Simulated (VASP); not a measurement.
# MgW2Se6 (Fm-3m) in VASP: further runs, part 2 of 2

VASP 6.6.1. The steps go on from the part before.

## (4) Single point, PBE

This run uses another cell than the first one, of 27.09 Å³/atom, 1.016 times its volume.

INCAR

```
SYSTEM = MgW2Se6
  PREC = Accurate
  ENCUT = 520
  EDIFF = 1E-6
  ISMEAR = 0
  SIGMA = 0.1
  LREAL = .FALSE.
  LASPH = .TRUE.
  NELM = 100
  ALGO = Normal
  ISIF = 2
  LWAVE = .FALSE.
  LCHARG = .TRUE.
  GGA = PE
  LELF = .TRUE.
  LVHAR = .TRUE.
  NBANDS = 43
```

KPOINTS

```
Automatic mesh
0
G
  8 8 8
  0 0 0
```

POSCAR

```
MgW2Se6
1.0
    0.0000000000      4.9586729118      4.9586729118
    4.9586729118      0.0000000000      4.9586729118
    4.9586729118      4.9586729118      0.0000000000
Mg W Se
1 2 6
Direct
    0.0000000000      0.0000000000      0.0000000000
    0.7500000000      0.7500000000      0.7500000000
    0.2500000000      0.2500000000      0.2500000000
    0.5000000000      0.0000000000      0.0000000000
    0.0000000000      0.5000000000      0.5000000000
    0.0000000000      0.5000000000      0.0000000000
    0.5000000000      0.0000000000      0.5000000000
    0.0000000000      0.0000000000      0.5000000000
    0.5000000000      0.5000000000      0.0000000000
```

Potentials or basis: VASP PAW PBE potentials, release 64 (Mg, W_sv, Se).

Command:

```bash
$ cat potpaw_PBE.64/Mg/POTCAR potpaw_PBE.64/W_sv/POTCAR potpaw_PBE.64/Se/POTCAR > POTCAR
$ mpirun -np 1 vasp_std > vasp.out
```

OUTCAR:

```text
SYSTEM = MgW2Se6
   PREC = Accurate
   ENCUT = 520
   EDIFF = 1E-6
   ISMEAR = 0
   LREAL = .FALSE.
   LASPH = .TRUE.
   NELM = 100
   ISIF = 2
   GGA = PE

 ion  position               nearest neighbor table
   1  0.000  0.000  0.000-
   2  0.750  0.750  0.750-   4 2.48   5 2.48   6 2.48   7 2.48   8 2.48   9 2.48
   3  0.250  0.250  0.250-   4 2.48   5 2.48   6 2.48   7 2.48   8 2.48   9 2.48
   4  0.500  0.000  0.000-   2 2.48   3 2.48
   5  0.000  0.500  0.500-   2 2.48   3 2.48
   6  0.000  0.500  0.000-   2 2.48   3 2.48
   7  0.500  0.000  0.500-   2 2.48   3 2.48
   8  0.000  0.000  0.500-   2 2.48   3 2.48
   9  0.500  0.500  0.000-   2 2.48   3 2.48

  LATTYP: Found a face centered cubic cell.
 ALAT       =     9.9173458236

  Lattice vectors:

 A1 = (   0.0000000000,   4.9586729118,   4.9586729118)
 A2 = (   4.9586729118,   0.0000000000,   4.9586729118)
 A3 = (   4.9586729118,   4.9586729118,   0.0000000000)

Analysis of symmetry for initial positions (statically):
=====================================================================
 Subroutine PRICEL returns:
 Original cell was already a primitive cell.

 Routine SETGRP: Setting up the symmetry group for a
 face centered cubic supercell.

 Subroutine GETGRP returns: Found 48 space group operations
[... 9 lines left out ...]

 Routine SETGRP: Setting up the symmetry group for a
 face centered cubic supercell.

 Subroutine GETGRP returns: Found 48 space group operations
[... 11 lines left out ...]
                                     Primitive cell

  volume of cell :     243.8520

  direct lattice vectors                    reciprocal lattice vectors
     0.000000000  4.958672912  4.958672912    -0.100833430  0.100833430  0.100833430
     4.958672912  0.000000000  4.958672912     0.100833430 -0.100833430  0.100833430
[... 122 lines left out ...]
  Thomas-Fermi vector in A             =   2.194291
   LORBIT       =      0    0 simple, 1 ext, 2 COOP (PROOUT), +10 PAW based schemes
   GGA     = PE    functional components
   LHFCALC =     F    Hartree Fock is set to
   AEXX    =    0.0000 exact exchange contribution
   IVDW    =     0    specifies the selected vdW correction
   LEPSILON=     F    determine dielectric tensor
   LRPA    =     F    only Hartree local field effects (RPA)
 non-spin polarized calculation
 Gauss-broadening in eV      SIGMA  =   0.10
  energy-cutoff  :      520.00
  volume of cell :      243.85
 maximum number of plane-waves:      6620
 NGX is ok and might be reduce to    54
   NGX = 27   NGY = 27   NGZ = 27

 number of electron      65.9999999 magnetization

 Free energy of the ion-electron system (eV)
  ---------------------------------------------------
  ext. energy  EPLUGINS =         0.00000000
  ---------------------------------------------------
  free energy    TOTEN  =       -47.12478221 eV

  energy without entropy =      -47.08574557  energy(sigma->0) =      -47.10526389

 E-fermi :   3.2021     XC(G=0):  -8.8745

 val. band max:        3.1892014759   @ k =  -0.2500   0.1250   0.0000
 cond. band min:       3.2045277054   @ k =   0.2500   0.0000   0.0000
 fundamental gap:      0.0153262295
 Fermi energy:         3.2020832951

 k-point     1 :       0.0000    0.0000    0.0000
  band No.  band energies     occupation
      1     -72.0348      2.00000
      2     -72.0346      2.00000
      3     -36.2337      2.00000
      4     -36.2337      2.00000
      5     -36.2337      2.00000
      6     -36.2334      2.00000
[... 1093 lines left out ...]
     42       6.4533      0.00000
     43       7.0629      0.00000

 [... further k-points ...]

------------------------ aborting loop because EDIFF is reached ----------------------------------------

  FORCE on cell =-STRESS in cart. coord.  units (eV):
  Direction    XX          YY          ZZ          XY          YZ          ZX
  --------------------------------------------------------------------------------------
  -------------------------------------------------------------------------------------
  Total        0.1471280      0.1471280      0.1471280      0.0000000      0.0000000      0.0000000
  in kB        0.9666732      0.9666732      0.9666732      0.0000000      0.0000000      0.0000000
  external PRESSURE =       0.9666732 kB  Pullay stress =       0.0000000 kB

 VOLUME and BASIS-vectors are now :
 -----------------------------------------------------------------------------
  energy-cutoff  :      520.00
  volume of cell :      243.85
      direct lattice vectors                 reciprocal lattice vectors
     0.000000000  4.958672912  4.958672912    -0.100833430  0.100833430  0.100833430
     4.958672912  0.000000000  4.958672912     0.100833430 -0.100833430  0.100833430
     4.958672912  4.958672912  0.000000000     0.100833430  0.100833430 -0.100833430

 POSITION                                       TOTAL-FORCE (eV/Angst)
 -----------------------------------------------------------------------------------
      0.00000      0.00000      0.00000        -0.000000      0.000000     -0.000000
      7.43801      7.43801      7.43801         0.000000      0.000000      0.000000
      2.47934      2.47934      2.47934        -0.000000     -0.000000     -0.000000
      0.00000      2.47934      2.47934        -0.000000      0.000000     -0.000000
      4.95867      2.47934      2.47934        -0.000000      0.000000     -0.000000
      2.47934      0.00000      2.47934        -0.000000      0.000000     -0.000000
      2.47934      4.95867      2.47934        -0.000000      0.000000     -0.000000
      2.47934      2.47934      0.00000        -0.000000      0.000000     -0.000000
      2.47934      2.47934      4.95867        -0.000000      0.000000     -0.000000
 -----------------------------------------------------------------------------------
    total drift:                                0.000000      0.000000      0.000000

  FREE ENERGIE OF THE ION-ELECTRON SYSTEM (eV)
  ---------------------------------------------------
  free  energy   TOTEN  =       -47.1247822056 eV

  energy  without entropy=      -47.0857455697  energy(sigma->0) =      -47.10526389
```

Run time: 8.2 min. Hardware: 1 thread of Intel Xeon 6975P-C, shared host; peak memory 0.56 GiB.

What came out:

| Property | Result |
| --- | --- |
| Free energy | -47.1248 eV |
| Pressure | 0.1 GPa |
| Band gap on the k mesh | zero (band 33 reaches 3.56 eV, above the bottom of band 34 at 2.99 eV) |

Caveat: spin-orbit coupling is left out, which moves the levels of the heavy elements.

## (5) Summary

| spin | cell | k mesh | gap on the mesh (eV) | pressure (GPa) |
| --- | --- | --- | --- | --- |
| off | a = 6.976 Å, angles 60.0°, 9 atoms | 4 × 4 × 4 | none | 1.3 |
| collinear, zero start | a = 6.976 Å, angles 60.0°, 9 atoms | 4 × 4 × 4 | none | 1.3 |
| off | a = 7.013 Å, angles 60.0°, 9 atoms | 8 × 8 × 8 | none | 0.1 |

Alike in all rows: task single point; level PBE; potentials or basis VASP PAW PBE potentials, release 64 (Mg, W_sv, Se); cutoff (eV) 520; smearing gaussian 0.1 eV.

Caveats: spin-orbit coupling is left out, which moves the levels of the heavy elements.

Absolute energies hang on the potentials; compare differences alone.
